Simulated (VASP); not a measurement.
# Mg4Se (R3m) in VASP: single point with PBE

Aim: the single point of Mg4Se with PBE.

All numbers are computed with VASP 6.6.1; they aren't measurements. Logs are shortened: lines on timing, memory, paths and dates and some standing lists are left out, and cuts for length are marked.

## (1) The cell of the first run

Symmetry: R3m, No. 160, trigonal system. The conventional cell has a = 4.979 Å, b = 4.979 Å, c = 18.741 Å, α = 90.00°, β = 90.00°, γ = 120.00°. Mg (site symmetry 3m) has 3 Se at 2.89 Å and 7 Mg at 3.30 to 3.76 Å within 3.8 Å. Mg (site symmetry 3m) has 1 Se at 2.62 Å and 7 Mg at 3.01 to 3.30 Å within 3.5 Å. Within 3.6 Å of Mg (site symmetry 3m) lie 1 Se at 2.75 Å and 6 Mg at 2.92 to 3.01 Å. Mg (site symmetry 3m) has 9 Mg at 2.92 to 3.45 Å and 3 Se at 3.64 Å within 3.8 Å. Within 3.7 Å of Se (site symmetry 3m) lie 8 Mg at 2.62 to 3.64 Å.

The cell was built from a structure type or drawn by symmetry, and may not be a known phase.

## (2) Single point, PBE

File INCAR:

```
SYSTEM = Mg4Se
PREC = Accurate ; ENCUT = 600
EDIFF = 1E-6 ; ISMEAR = 0
SIGMA = 0.2 ; LREAL = .FALSE.
LASPH = .TRUE. ; NELM = 120
ALGO = Normal ; ISIF = 2
LWAVE = .FALSE. ; LCHARG = .FALSE.
GGA = PE ; NBANDS = 15
GGA_COMPAT = .FALSE.
```

File KPOINTS:

```
Automatic mesh
0
G
  4 4 4
  0 0 0
```

File POSCAR:

```
Mg4Se
1.0
    2.4896406393      1.4373946917      6.2470064102
   -2.4896406393      1.4373946917      6.2470064102
    0.0000000000     -2.8747893882      6.2470064091
Mg Se
4 1
Direct
    0.1630944433      0.1630944433      0.1630944433
    0.3392744594      0.3392744594      0.3392744594
    0.6256860242      0.6256860242      0.6256860242
    0.9312281632      0.9312281632      0.9312281632
    0.4789485099      0.4789485099      0.4789485099
```

Potentials or basis: VASP PAW PBE potentials, release 64 (Mg, Se).

On the command line:

```console
$ cat potpaw_PBE.64/Mg/POTCAR potpaw_PBE.64/Se/POTCAR > POTCAR
$ mpirun -np 1 vasp_std > vasp.out
```

OUTCAR:

```text
SYSTEM = Mg4Se
   PREC = Accurate
   ENCUT = 600
   EDIFF = 1E-6
   ISMEAR = 0
   LREAL = .FALSE.
   LASPH = .TRUE.
   NELM = 120
   ISIF = 2
   GGA = PE

 ion  position               nearest neighbor table
   1  0.163  0.163  0.163-   5 2.89   5 2.89   5 2.89   2 3.30   4 3.45   4 3.45   4 3.45
   2  0.339  0.339  0.339-   5 2.62   3 3.01   3 3.01   3 3.01   4 3.20   4 3.20   4 3.20   1 3.30

   3  0.626  0.626  0.626-   5 2.75   4 2.92   4 2.92   4 2.92   2 3.01   2 3.01   2 3.01
   4  0.931  0.931  0.931-   3 2.92   3 2.92   3 2.92   2 3.20   2 3.20   2 3.20   1 3.45   1 3.45
                             1 3.45
   5  0.479  0.479  0.479-   2 2.62   3 2.75   1 2.89   1 2.89   1 2.89

  LATTYP: Found a trigonal (rhomboedric) cell.
 ALAT       =     6.8767363699
 COS(alpha) =     0.7378568136

  Lattice vectors:

 A1 = (   2.4896406393,   1.4373946917,   6.2470064102)
 A2 = (  -2.4896406393,   1.4373946917,   6.2470064102)
 A3 = (   0.0000000000,  -2.8747893882,   6.2470064091)

Analysis of symmetry for initial positions (statically):
=====================================================================
 Subroutine PRICEL returns:
 Original cell was already a primitive cell.

 Routine SETGRP: Setting up the symmetry group for a
 trigonal (rhombohedral) supercell.

 Subroutine GETGRP returns: Found  6 space group operations
 (whereof  6 operations were pure point group operations)
 out of a pool of 12 trial point group operations.

The static configuration has the point symmetry C_3v.

Analysis of symmetry for dynamics (positions and initial velocities):
=====================================================================
 Subroutine PRICEL returns:
 Original cell was already a primitive cell.

 Routine SETGRP: Setting up the symmetry group for a
 trigonal (rhombohedral) supercell.

 Subroutine GETGRP returns: Found  6 space group operations
 (whereof  6 operations were pure point group operations)
 out of a pool of 12 trial point group operations.

The dynamic configuration has the point symmetry C_3v.

 Subroutine INISYM returns: Found  6 space group operations
 (whereof  6 operations are pure point group operations),
 and found     1 'primitive' translations

----------------------------------------------------------------------------------------

                                     Primitive cell

  volume of cell :     134.1331

  direct lattice vectors                    reciprocal lattice vectors
     2.489640639  1.437394692  6.247006410     0.200832197  0.115950523  0.053358891
    -2.489640639  1.437394692  6.247006410    -0.200832197  0.115950523  0.053358891
     0.000000000 -2.874789388  6.247006409     0.000000000 -0.231901046  0.053358891

  length of vectors
     6.876736370  6.876736370  6.876736370     0.237960641  0.237960641  0.237960641

  position of ions in fractional coordinates (direct lattice)
     0.163094443  0.163094443  0.163094443
     0.339274459  0.339274459  0.339274459
     0.625686024  0.625686024  0.625686024
     0.931228163  0.931228163  0.931228163
     0.478948510  0.478948510  0.478948510

  ion indices of the primitive-cell ions
   primitive index   ion index
                 1           1
                 2           2
                 3           3
                 4           4
                 5           5

----------------------------------------------------------------------------------------

 KPOINTS: Automatic mesh

Automatic generation of k-mesh.
 Grid dimensions read from file:
 generate k-points for:    4    4    4

 Generating k-lattice:

  Cartesian coordinates                     Fractional coordinates (reciprocal lattice)
     0.050208049  0.028987631  0.013339723     0.250000000 -0.000000000  0.000000000
    -0.050208049  0.028987631  0.013339723    -0.000000000  0.250000000  0.000000000
     0.000000000 -0.057975262  0.013339723     0.000000000  0.000000000  0.250000000

  Length of vectors
     0.059490160  0.059490160  0.059490160

  Shift w.r.t. Gamma in fractional coordinates (k-lattice)
     0.000000000  0.000000000  0.000000000

 Subroutine IBZKPT returns following result:
 ===========================================

 Found     13 irreducible k-points:

 Following reciprocal coordinates:
            Coordinates               Weight
  0.000000  0.000000  0.000000      1.000000
  0.250000 -0.000000  0.000000      6.000000
  0.500000 -0.000000  0.000000      3.000000
  0.250000  0.250000  0.000000      6.000000
  0.500000  0.250000  0.000000     12.000000
 -0.250000  0.250000  0.000000      6.000000
  0.500000  0.500000  0.000000      3.000000
  0.250000  0.250000  0.250000      2.000000
  0.500000  0.250000  0.250000      6.000000
 -0.250000  0.250000  0.250000      6.000000
  0.500000  0.500000  0.250000      6.000000
 -0.250000  0.500000  0.250000      6.000000
  0.500000  0.500000  0.500000      1.000000
   k-points           NKPTS =     13   k-points in BZ     NKDIM =     13   number of bands    NBANDS=     15
   number of dos      NEDOS =    301   number of ions     NIONS =      5
   total plane-waves  NPLWV = 175616
   dimension x,y,z NGX =    56 NGY =   56 NGZ =   56
   dimension x,y,z NGXF=   112 NGYF=  112 NGZF=  112
   ions per type =               4   1
   NGX,Y,Z   is equivalent  to a cutoff of  13.54, 13.54, 13.54 a.u.
   NGXF,Y,Z  is equivalent  to a cutoff of  27.08, 27.08, 27.08 a.u.
 SYSTEM =  Mg4Se
   PREC   = accura    normal or accurate (medium, high low for compatibility)
   ISTART =      0    job   : 0-new  1-cont  2-samecut
   ICHARG =      2    charge: 1-file 2-atom 10-const
   ISPIN  =      1    spin polarized calculation?
   LNONCOLLINEAR =      F non collinear calculations
   LSORBIT =      F    spin-orbit coupling
   LASPH  =      T    aspherical Exc in radial PAW
   ENCUT  =  600.0 eV  44.10 Ry    6.64 a.u.  13.73 13.73 13.73*2*pi/ulx,y,z
   NELM   =    120;   NELMIN=  2; NELMDL= -5     # of ELM steps
   EDIFF  = 0.1E-05   stopping-criterion for ELM
   LREAL  =      F    real-space projection
[... 7 lines left out ...]
   TEBEG  =    0.0;   TEEND  =   0.0 temperature during run
   PSTRESS=    0.0 pullay stress
   NELECT =      14.0000    total number of electrons
   NUPDOWN=      -1.0000    fix difference up-down
   EMIN   =  10.00;   EMAX   =-10.00  energy-range for DOS
   EFERMI =   0.00;   METHOD = LEGACY
   ISMEAR =     0;   SIGMA  =   0.20  broadening in eV -4-tet -1-fermi 0-gaus
   EFERMI_NEDOS =   21; number of points for ismear=-14 and -15
   IALGO  =     38    algorithm
   IMIX   =      4    mixing-type and parameters
     AMIX     =   0.40;   BMIX     =  1.00
     AMIX_MAG =   1.60;   BMIX_MAG =  1.00
  volume/ion in A,a.u.               =      26.83       181.03
  Fermi-wavevector in a.u.,A,eV,Ry     =   0.770795  1.456591  8.083560  0.594125
  Thomas-Fermi vector in A             =   1.872075
   LORBIT       =      0    0 simple, 1 ext, 2 COOP (PROOUT), +10 PAW based schemes
   GGA     = PE    functional components
   LHFCALC =     F    Hartree Fock is set to
   AEXX    =    0.0000 exact exchange contribution
   IVDW    =     0    specifies the selected vdW correction
   LEPSILON=     F    determine dielectric tensor
   LRPA    =     F    only Hartree local field effects (RPA)
 non-spin polarized calculation
 Gauss-broadening in eV      SIGMA  =   0.20
  energy-cutoff  :      600.00
  volume of cell :      134.13
 maximum number of plane-waves:      4500
 NGX is ok and might be reduce to    56
   NGX = 27   NGY = 27   NGZ = 27

 number of electron      14.0000000 magnetization

 Free energy of the ion-electron system (eV)
  ---------------------------------------------------
  ext. energy  EPLUGINS =         0.00000000
  ---------------------------------------------------
  free energy    TOTEN  =       -10.27770479 eV

  energy without entropy =      -10.23615096  energy(sigma->0) =      -10.25692787

 E-fermi :   2.3777     XC(G=0):  -8.0626

 val. band max:        2.3553982084   @ k =   0.2500  -0.0000   0.0000
 cond. band min:       2.5212415864   @ k =   0.2500  -0.0000   0.0000
 fundamental gap:      0.1658433780
 Fermi energy:         2.3776511120

 k-point     1 :       0.0000    0.0000    0.0000
  band No.  band energies     occupation
      1     -11.0884      2.00000
      2      -3.2141      2.00000
      3      -2.1148      2.00000
      4      -0.7547      2.00000
      5      -0.7547      2.00000
      6       1.7623      1.99999
      7       3.3693      0.00000
      8       3.5759      0.00000
      9       3.5759      0.00000
     10       3.9826      0.00000
     11       3.9826      0.00000
     12       5.6009      0.00000
     13       5.6009      0.00000
     14       5.6041      0.00000
     15       6.5451      0.00000

 k-point     2 :       0.2500   -0.0000    0.0000
  band No.  band energies     occupation
      1     -11.0313      2.00000
      2      -3.0548      2.00000
      3      -1.9772      2.00000
      4      -1.2364      2.00000
      5      -0.9361      2.00000
      6       1.3102      2.00000
      7       2.3554      1.12503
      8       2.5212      0.30994
      9       3.3405      0.00000
     10       3.9721      0.00000
     11       5.2917      0.00000
     12       5.4765      0.00000
     13       6.4367      0.00000
     14       6.8628      0.00000
     15       7.7044      0.00000
[... 167 lines left out ...]
      3      -2.2527      2.00000
      4      -1.7306      2.00000
      5      -0.3448      2.00000
      6       0.5464      2.00000
      7       1.1379      2.00000
      8       2.9271      0.00010
      9       3.9911      0.00000
     10       4.3889      0.00000
     11       5.0327      0.00000
     12       5.5728      0.00000
     13       6.5639      0.00000
     14       7.0452      0.00000
     15       7.8554      0.00000

 k-point    13 :       0.5000    0.5000    0.5000
  band No.  band energies     occupation
      1     -11.0748      2.00000
      2      -3.9396      2.00000
      3      -0.7794      2.00000
      4      -0.7794      2.00000
      5      -0.1791      2.00000
      6       0.3159      2.00000
      7       3.4841      0.00000
      8       3.4841      0.00000
      9       4.2354      0.00000
     10       4.2617      0.00000
     11       4.2617      0.00000
     12       5.2819      0.00000
     13       5.9856      0.00000
     14       6.0203      0.00000
     15       6.0203      0.00000

------------------------ aborting loop because EDIFF is reached ----------------------------------------

  FORCE on cell =-STRESS in cart. coord.  units (eV):
  Direction    XX          YY          ZZ          XY          YZ          ZX
  --------------------------------------------------------------------------------------
  -------------------------------------------------------------------------------------
  Total       -0.2355643     -0.2355643     -0.3159900      0.0000000      0.0000000      0.0000000
  in kB       -2.8137411     -2.8137411     -3.7744007      0.0000000      0.0000000      0.0000000
  external PRESSURE =      -3.1339610 kB  Pullay stress =       0.0000000 kB

 VOLUME and BASIS-vectors are now :
 -----------------------------------------------------------------------------
  energy-cutoff  :      600.00
  volume of cell :      134.13
      direct lattice vectors                 reciprocal lattice vectors
     2.489640639  1.437394692  6.247006410     0.200832197  0.115950523  0.053358891
    -2.489640639  1.437394692  6.247006410    -0.200832197  0.115950523  0.053358891
     0.000000000 -2.874789388  6.247006409     0.000000000 -0.231901046  0.053358891

 POSITION                                       TOTAL-FORCE (eV/Angst)
 -----------------------------------------------------------------------------------
      0.00000     -0.00000      3.05656         0.000000     -0.000000      0.073181
      0.00000     -0.00000      6.35835         0.000000      0.000000     -0.021742
      0.00000     -0.00000     11.72599         0.000000      0.000000     -0.018144
      0.00000     -0.00000     17.45216         0.000000      0.000000     -0.028786
      0.00000     -0.00000      8.97598         0.000000      0.000000     -0.004509
 -----------------------------------------------------------------------------------
    total drift:                                0.000000     -0.000000      0.000730

  FREE ENERGIE OF THE ION-ELECTRON SYSTEM (eV)
  ---------------------------------------------------
  free  energy   TOTEN  =       -10.2777047855 eV

  energy  without entropy=      -10.2361509582  energy(sigma->0) =      -10.25692787
```

It took 72 s on 1 thread of Intel Xeon Platinum 8488C (Sapphire Rapids), shared host; peak memory 0.41 GiB.

What came out:

| Property | Result |
| --- | --- |
| Free energy | -10.2777 eV |
| Pressure | -0.3 GPa |
| Largest force | 0.073 eV/Å |
| Band gap on the k mesh | zero (bands 7 and 8 overlap by 1.44 eV) |

Forces on the atoms (eV/Å):
```
Mg   0.000  0.000  0.073
Mg   0.000  0.000 -0.022
Mg   0.000  0.000 -0.018
Mg   0.000  0.000 -0.029
Se   0.000  0.000 -0.005
```

Caveat: the k points lie up to 0.37 Å⁻¹ apart, too coarse for converged energies and pressures of a metal.
